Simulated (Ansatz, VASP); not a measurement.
One calculation of GaP, two programs

```xyz
2
Lattice="0.0000 2.7252 2.7252 2.7252 0.0000 2.7252 2.7252 2.7252 0.0000" Properties=species:S:1:pos:R:3 pbc="T T T"
Ga    0.0000    0.0000    0.0000
P     4.0879    4.0879    4.0879
```

Alike in both runs: task electric field gradients; functional LDA; k mesh 10 × 10 × 10; occupations fermi-dirac, width 0.05 eV; no spin polarisation.

|  | VASP | Ansatz |
| --- | --- | --- |
| version | VASP 6.6.1 | Ansatz 0.2.0 |
| potentials or method | VASP PAW LDA potentials, release 64 (Ga_d, P) | PAW with Ansatz's default frozen-core files, scalar-relativistic |
| plane-wave cutoff (eV) | 520 | 420 |
| valence electrons in the cell | 18 | 18 |

|  | VASP | Ansatz | Ansatz less VASP |
| --- | --- | --- | --- |
| pressure (GPa) | -2.6 | -2.7 | -0.10 |

LDA's correlation is that of Perdew and Zunger in VASP and of Perdew and Wang (1992) in Ansatz.
